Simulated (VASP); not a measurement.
# Ca in VASP: single point with LDA

Aim: the single point of Ca with LDA.

Everything below comes from runs of VASP 6.6.1. Logs are shortened: lines on timing, memory, paths and dates and some standing lists are left out, and cuts for length are marked.

## 1. The cell of the first run

The cell holds a sublattice, 4 atoms: a = 4.753 Å, b = 4.753 Å, c = 8.926 Å, α = 105.44°, β = 105.44°, γ = 90.00°.

## 2. Single point, LDA

Contents of INCAR:

```
PREC = Accurate
ENCUT = 520
EDIFF = 1E-6
ISMEAR = 0
SIGMA = 0.1
LREAL = False
LASPH = True
NELM = 100
ALGO = Normal
ISIF = 2
LWAVE = False
LCHARG = False
GGA = CA
NBANDS = 28
```

Contents of KPOINTS:

```
Automatic mesh
0
Gamma
  6 6 6
```

Contents of POSCAR:

```
Ca
1.0
    0.0000000000     -4.7532325118      0.0000000000
    4.7532325118      0.0000000000      0.0000000000
   -2.3766162559      2.3766162559      8.2689634701
Ca
4
Direct
    0.3372786500      0.3372786500      0.6745573000
    0.5000000000      0.0000000000      0.0000000000
    0.6627213500      0.6627213500      0.3254427000
    0.0000000000      0.5000000000      0.0000000000
```

Potentials or basis: VASP PAW LDA potentials, release 64 (Ca_sv).

On the command line:

```bash
cat potpaw_LDA.64/Ca_sv/POTCAR > POTCAR
mpirun -np 1 vasp_std > vasp.out
```

OUTCAR:

```text
PREC = Accurate
   ENCUT = 520
   EDIFF = 1E-6
   ISMEAR = 0
   LREAL = False
   LASPH = True
   NELM = 100
   ISIF = 2
   GGA = CA

 ion  position               nearest neighbor table
   1  0.337  0.337  0.675-
   2  0.500  0.000  0.000-
   3  0.663  0.663  0.325-
   4  0.000  0.500  0.000-

  LATTYP: Found a body centered tetragonal cell.
 ALAT       =     4.7532325118
 C/A-ratio  =     3.4793010649

  Lattice vectors:

 A1 = (  -2.3766162559,  -2.3766162559,  -8.2689634701)
 A2 = (   2.3766162559,   2.3766162559,  -8.2689634701)
 A3 = (   2.3766162559,  -2.3766162559,   8.2689634701)

Analysis of symmetry for initial positions (statically):
=====================================================================
 Subroutine PRICEL returns:
 Original cell was already a primitive cell.

 Routine SETGRP: Setting up the symmetry group for a
 body centered tetragonal supercell.

 Subroutine GETGRP returns: Found 16 space group operations
 (whereof 16 operations were pure point group operations)
 out of a pool of 16 trial point group operations.

The static configuration has the point symmetry D_4h.

Analysis of symmetry for dynamics (positions and initial velocities):
=====================================================================
 Subroutine PRICEL returns:
 Original cell was already a primitive cell.

 Routine SETGRP: Setting up the symmetry group for a
 body centered tetragonal supercell.

 Subroutine GETGRP returns: Found 16 space group operations
 (whereof 16 operations were pure point group operations)
 out of a pool of 16 trial point group operations.

The dynamic configuration has the point symmetry D_4h.

 Subroutine INISYM returns: Found 16 space group operations
 (whereof 16 operations are pure point group operations),
 and found     1 'primitive' translations

----------------------------------------------------------------------------------------

                                     Primitive cell

  volume of cell :     186.8225

  direct lattice vectors                    reciprocal lattice vectors
     0.000000000 -4.753232512  0.000000000     0.000000000 -0.210383144  0.060467071
     4.753232512  0.000000000  0.000000000     0.210383144  0.000000000  0.060467071
    -2.376616256  2.376616256  8.268963470     0.000000000  0.000000000  0.120934142

  length of vectors
     4.753232512  4.753232512  8.925937851     0.218900283  0.218900283  0.120934142

  position of ions in fractional coordinates (direct lattice)
     0.337278650  0.337278650  0.674557300
     0.500000000  0.000000000  0.000000000
     0.662721350  0.662721350  0.325442700
     0.000000000  0.500000000  0.000000000

  ion indices of the primitive-cell ions
   primitive index   ion index
                 1           1
                 2           2
                 3           3
                 4           4

----------------------------------------------------------------------------------------

 KPOINTS: Automatic mesh

Automatic generation of k-mesh.
 Grid dimensions read from file:
 generate k-points for:    6    6    6

 Generating k-lattice:

  Cartesian coordinates                     Fractional coordinates (reciprocal lattice)
     0.000000000 -0.035063857  0.010077845     0.166666667  0.000000000  0.000000000
     0.035063857  0.000000000  0.010077845     0.000000000  0.166666667  0.000000000
     0.000000000  0.000000000  0.020155690     0.000000000  0.000000000  0.166666667

  Length of vectors
     0.036483381  0.036483381  0.020155690

  Shift w.r.t. Gamma in fractional coordinates (k-lattice)
     0.000000000  0.000000000  0.000000000

 Subroutine IBZKPT returns following result:
 ===========================================

 Found     30 irreducible k-points:

 Following reciprocal coordinates:
            Coordinates               Weight
  0.000000  0.000000  0.000000      1.000000
  0.166667  0.000000 -0.000000      8.000000
  0.333333  0.000000  0.000000      8.000000
  0.500000  0.000000  0.000000      4.000000
  0.166667  0.166667 -0.000000      8.000000
  0.333333  0.166667  0.000000     16.000000
[... 16 lines left out ...]
 -0.333333  0.333333  0.166667      8.000000
  0.500000  0.500000  0.166667      4.000000
 [... further k-points ...]
   k-points           NKPTS =     30   k-points in BZ     NKDIM =     30   number of bands    NBANDS=     28
   number of dos      NEDOS =    301   number of ions     NIONS =      4
   total plane-waves  NPLWV =  90720
   dimension x,y,z NGX =    36 NGY =   36 NGZ =   70
   dimension x,y,z NGXF=    72 NGYF=   72 NGZF=  140
   ions per type =               4
   NGX,Y,Z   is equivalent  to a cutoff of  12.59, 12.59, 13.04 a.u.
   NGXF,Y,Z  is equivalent  to a cutoff of  25.18, 25.18, 26.08 a.u.
 SYSTEM =  unknown system
   PREC   = accura    normal or accurate (medium, high low for compatibility)
   ISTART =      0    job   : 0-new  1-cont  2-samecut
   ICHARG =      2    charge: 1-file 2-atom 10-const
   ISPIN  =      1    spin polarized calculation?
   LNONCOLLINEAR =      F non collinear calculations
   LSORBIT =      F    spin-orbit coupling
   LASPH  =      T    aspherical Exc in radial PAW
   ENCUT  =  520.0 eV  38.22 Ry    6.18 a.u.   8.84  8.84 16.60*2*pi/ulx,y,z
   NELM   =    100;   NELMIN=  2; NELMDL= -5     # of ELM steps
   EDIFF  = 0.1E-05   stopping-criterion for ELM
   LREAL  =      F    real-space projection
   EDIFFG = 0.1E-04   stopping-criterion for IOM
   NSW    =      0    number of steps for IOM
   IBRION =     -1    ionic relax: 0-MD 1-quasi-New 2-CG
   NFREE  =      0    steps in history (QN), initial steepest desc. (CG)
   ISIF   =      2    stress and relaxation
   ISYM   =      2    0-nonsym 1-usesym 2-fastsym
   POTIM  = 0.5000    time-step for ionic-motion
   TEBEG  =    0.0;   TEEND  =   0.0 temperature during run
   PSTRESS=    0.0 pullay stress
   NELECT =      40.0000    total number of electrons
   NUPDOWN=      -1.0000    fix difference up-down
   EMIN   =  10.00;   EMAX   =-10.00  energy-range for DOS
   EFERMI =   0.00;   METHOD = LEGACY
   ISMEAR =     0;   SIGMA  =   0.10  broadening in eV -4-tet -1-fermi 0-gaus
   EFERMI_NEDOS =   21; number of points for ismear=-14 and -15
   IALGO  =     38    algorithm
   IMIX   =      4    mixing-type and parameters
     AMIX     =   0.40;   BMIX     =  1.00
     AMIX_MAG =   1.60;   BMIX_MAG =  1.00
  volume/ion in A,a.u.               =      46.71       315.19
  Fermi-wavevector in a.u.,A,eV,Ry     =   0.979381  1.850762 13.050539  0.959188
  Thomas-Fermi vector in A             =   2.110230
   LORBIT       =      0    0 simple, 1 ext, 2 COOP (PROOUT), +10 PAW based schemes
   GGA     = CA    functional components
   LHFCALC =     F    Hartree Fock is set to
   AEXX    =    0.0000 exact exchange contribution
   IVDW    =     0    specifies the selected vdW correction
   LEPSILON=     F    determine dielectric tensor
   LRPA    =     F    only Hartree local field effects (RPA)
 non-spin polarized calculation
 Gauss-broadening in eV      SIGMA  =   0.10
  energy-cutoff  :      520.00
  volume of cell :      186.82
 maximum number of plane-waves:      5070
   NGX = 17   NGY = 17   NGZ = 33

 number of electron      39.9999997 magnetization

 Free energy of the ion-electron system (eV)
  ---------------------------------------------------
  ext. energy  EPLUGINS =         0.00000000
  ---------------------------------------------------
  free energy    TOTEN  =        -7.12851074 eV

  energy without entropy =       -7.10145086  energy(sigma->0) =       -7.11498080

 E-fermi :   1.2927     XC(G=0):  -7.5263

 val. band max:        1.2895339173   @ k =  -0.3333   0.3333   0.1667
 cond. band min:       1.3079781696   @ k =   0.3333   0.1667   0.0000
 fundamental gap:      0.0184442523
 Fermi energy:         1.2927120286

 k-point     1 :       0.0000    0.0000    0.0000
  band No.  band energies     occupation
      1     -40.7507      2.00000
      2     -40.7490      2.00000
      3     -39.9527      2.00000
      4     -39.8870      2.00000
      5     -22.0295      2.00000
      6     -22.0295      2.00000
[... 20 lines left out ...]
     27       2.9393      0.00000
     28       3.1449      0.00000

 k-point     2 :       0.1667    0.0000   -0.0000
  band No.  band energies     occupation
      1     -40.7505      2.00000
      2     -40.7490      2.00000
      3     -39.9483      2.00000
      4     -39.8913      2.00000
      5     -22.0334      2.00000
      6     -22.0292      2.00000
[... 20 lines left out ...]
     27       2.8764      0.00000
     28       3.0152      0.00000

 k-point     3 :       0.3333    0.0000    0.0000
  band No.  band energies     occupation
      1     -40.7500      2.00000
      2     -40.7492      2.00000
      3     -39.9362      2.00000
      4     -39.9033      2.00000
      5     -22.0385      2.00000
      6     -22.0326      2.00000
[... 20 lines left out ...]
     27       2.8433      0.00000
     28       2.8536      0.00000

 k-point     4 :       0.5000    0.0000    0.0000
  band No.  band energies     occupation
      1     -40.7496      2.00000
      2     -40.7494      2.00000
      3     -39.9198      2.00000
      4     -39.9197      2.00000
      5     -22.0401      2.00000
      6     -22.0350      2.00000
[... 578 lines left out ...]
     27       2.7879      0.00000
     28       3.0191      0.00000

 k-point    23 :      -0.3333    0.3333    0.1667
  band No.  band energies     occupation
      1     -40.7496      2.00000
      2     -40.7491      2.00000
      3     -39.9278      2.00000
      4     -39.9113      2.00000
      5     -22.0394      2.00000
      6     -22.0374      2.00000
[... 20 lines left out ...]
     27       2.7650      0.00000
     28       3.1496      0.00000

 k-point    24 :       0.5000    0.5000    0.1667
  band No.  band energies     occupation
      1     -40.7492      2.00000
      2     -40.7492      2.00000
      3     -39.9194      2.00000
      4     -39.9194      2.00000
      5     -22.0426      2.00000
      6     -22.0402      2.00000
[... 20 lines left out ...]
     27       2.9859      0.00000
     28       3.0387      0.00000

 [... further k-points ...]
[... 5 lines left out ...]
  --------------------------------------------------------------------------------------
  -------------------------------------------------------------------------------------
  Total       -0.5565644     -0.5565644      0.2659857      0.0000000     -0.0000000      0.0000000
  in kB       -4.7730593     -4.7730593      2.2810755      0.0000000     -0.0000000      0.0000000
  external PRESSURE =      -2.4216811 kB  Pullay stress =       0.0000000 kB

 VOLUME and BASIS-vectors are now :
 -----------------------------------------------------------------------------
  energy-cutoff  :      520.00
  volume of cell :      186.82
      direct lattice vectors                 reciprocal lattice vectors
     0.000000000 -4.753232512  0.000000000     0.000000000 -0.210383144  0.060467071
     4.753232512  0.000000000  0.000000000     0.210383144  0.000000000  0.060467071
    -2.376616256  2.376616256  8.268963470     0.000000000  0.000000000  0.120934142

 POSITION                                       TOTAL-FORCE (eV/Angst)
 -----------------------------------------------------------------------------------
      0.00000      0.00000      5.57789         0.000000      0.000000     -0.823317
      0.00000     -2.37662      0.00000         0.000000      0.000000     -0.000000
      2.37662     -2.37662      2.69107         0.000000      0.000000      0.823317
      2.37662      0.00000      0.00000         0.000000      0.000000     -0.000000
 -----------------------------------------------------------------------------------
    total drift:                               -0.000000      0.000000      0.000000

  FREE ENERGIE OF THE ION-ELECTRON SYSTEM (eV)
  ---------------------------------------------------
  free  energy   TOTEN  =        -7.1285107440 eV

  energy  without entropy=       -7.1014508640  energy(sigma->0) =       -7.11498080
```

It took 2.5 min on 1 thread of AMD EPYC 7R13 (Zen 3), shared host; peak memory 0.26 GiB.

What came out:

```
Free energy            : -7.1285 eV
Pressure               : -0.2 GPa
Largest force          : 0.823 eV/Å
Band gap on the k mesh : zero (band 20 reaches 1.56 eV, above the bottom of band 21 at 1.14 eV)
```

Forces in eV/Å, atoms in the order of the input:
```
Ca   0.000  0.000 -0.823
Ca   0.000  0.000  0.000
Ca   0.000  0.000  0.823
Ca   0.000  0.000  0.000
```

Stress tensor (GPa, compression positive):
```
-0.48  0.00  0.00
 0.00 -0.48  0.00
 0.00  0.00  0.23
```
